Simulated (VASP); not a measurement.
Set up this calculation in VASP 6.6.1, as the native input.

```yaml
Task: single point
Functional: LDA
Potentials_or_basis: VASP PAW LDA potentials, release 64 (Cd_sv_GW, O)
Cutoff: 700 eV
k_mesh: 8 × 8 × 8
Occupations: gaussian, width 0.05 eV
Spin: no spin polarisation
Dipole_correction: no
Further_INCAR_settings: ALGO = Normal; EDIFF = 1e-06; NBANDS = 20
```

The structure of CdO lies in POSCAR:

```
CdO
1.0
    0.0000000000      2.3169482861      2.3169482861
    2.3169482861      0.0000000000      2.3169482861
    2.3169482861      2.3169482861      0.0000000000
Cd O
1 1
Direct
    0.0000000000      0.0000000000      0.0000000000
    0.5000000000      0.5000000000      0.5000000000
```

The input as run:

INCAR

```
PREC = Accurate
ENCUT = 700
EDIFF = 1E-6
ISMEAR = 0
SIGMA = 0.05
LREAL = False
LASPH = True
NELM = 120
ALGO = Normal
ISIF = 2
LWAVE = False
LCHARG = False
NBANDS = 20
GGA_COMPAT = False
```

KPOINTS

```
regular mesh
0
Gamma
  8 8 8
```

Potentials or basis: VASP PAW LDA potentials, release 64 (Cd_sv_GW, O).

Run with:

```sh
$ cat potpaw_LDA.64/Cd_sv_GW/POTCAR potpaw_LDA.64/O/POTCAR > POTCAR
$ mpirun -np 1 vasp_std > vasp.out
```

Results of the run:

* Pressure: 0.2 GPa
* Band gap on the k mesh: zero (bands 13 and 14 overlap by 0.41 eV)

Caveat: semilocal functionals underestimate gaps, and a narrow one can read as zero.

Run time: 17 s on 1 thread of Intel(R) Xeon(R) Platinum 8259CL CPU @ 2.50GHz (Skylake/Cascade Lake), with other jobs on the host, peak memory 0.17 GiB.
